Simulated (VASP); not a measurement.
Wanted: the native input for a VASP 6.6.1 run.

```yaml
Task: single point
Functional: PBEsol
Potentials_or_basis: VASP PAW PBE potentials, release 64 (Cd, Te)
Cutoff: 520 eV
k_mesh: 6 × 6 × 6
Occupations: gaussian, width 0.01 eV
Spin: no spin polarisation
Dipole_correction: no
Further_INCAR_settings: ALGO = Normal; EDIFF = 1e-06; NBANDS = 16
```

The structure of CdTe lies in POSCAR:

```
CdTe
1.0
    3.2771516875      3.2771516875      0.0000000000
   -3.2771516875      3.2771516875      0.0000000000
    0.0000000000      3.2771516875      3.2252364132
Cd Te
1 1
Direct
    0.0000000000      0.0000000000      0.0000000000
    0.7500000000      0.2500000000      0.5000000000
```

This cell differs from its parent crystal: in-plane strain +0.01.

These files were run (other wordings do the same):

INCAR

```
PREC = Accurate ; ENCUT = 520
EDIFF = 1E-6 ; ISMEAR = 0
SIGMA = 0.01 ; LREAL = F
LASPH = T ; NELM = 60
ALGO = Normal ; ISIF = 2
LWAVE = F ; LCHARG = T
GGA = PS ; LELF = T
LVHAR = T ; NBANDS = 16
```

KPOINTS

```
regular mesh
0
Gamma
  6 6 6
```

Potentials or basis: VASP PAW PBE potentials, release 64 (Cd, Te).

Run with:

```bash
$ cat potpaw_PBE.64/Cd/POTCAR potpaw_PBE.64/Te/POTCAR > POTCAR
$ mpirun -np 1 vasp_std > vasp.out
```

Results of the run:

```yaml
Pressure: -0.4 GPa
Band_gap_on_the_k_mesh: 0.57 eV, direct
```

Caveat: the cell differs from its parent crystal (in-plane strain +0.01); the PAW data sets were made with another functional, which shifts forces and pressure a little; spin-orbit coupling is left out, which moves the levels of the heavy elements.

Run time: 31 s on 1 thread of AMD EPYC 7R13 Processor (Zen 3), with other jobs on the host, peak memory 0.19 GiB.
